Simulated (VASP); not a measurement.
SiNi (zincblende type), 2 atoms in the cell. It takes space group F-43m (No. 216, cubic). Conventional cell: a = 4.445 Å, b = 4.445 Å, c = 4.445 Å, α = 90.00°, β = 90.00°, γ = 90.00°. Ni (site symmetry -43m) has 4 Si at 1.92 Å within 2.6 Å. Within 2.6 Å of Si (site symmetry -43m) lie 4 Ni at 1.92 Å. 

| Item | Value |
| --- | --- |
| Program | VASP 6.6.1 |
| Task | single point |
| Functional | PBE |
| Potentials or basis | VASP PAW PBE potentials, release 64 (Ni, Si) |
| Cutoff | 520 eV |
| k mesh | 14 × 14 × 14 |
| Occupations | fermi-dirac, width 0.08 eV |
| Spin | no spin polarisation |
| Dipole correction | no |
| Further INCAR settings | ALGO = Normal; EDIFF = 1e-06; NBANDS = 14 |

Potentials or basis: VASP PAW PBE potentials, release 64 (Ni, Si).

Run with:

```sh
$ cat potpaw_PBE.64/Ni/POTCAR potpaw_PBE.64/Si/POTCAR > POTCAR
$ mpirun -np 1 vasp_std > vasp.out
```

Hardware: 1 thread of AMD EPYC 9R45 (Zen 5), with other jobs on the host.

Question: Estimate the wall time of this run.

Answer: It took 19 s on 1 thread of AMD EPYC 9R45 (Zen 5) (shared host), peak memory 0.13 GiB. Counts: scf iterations 14, k points 104.
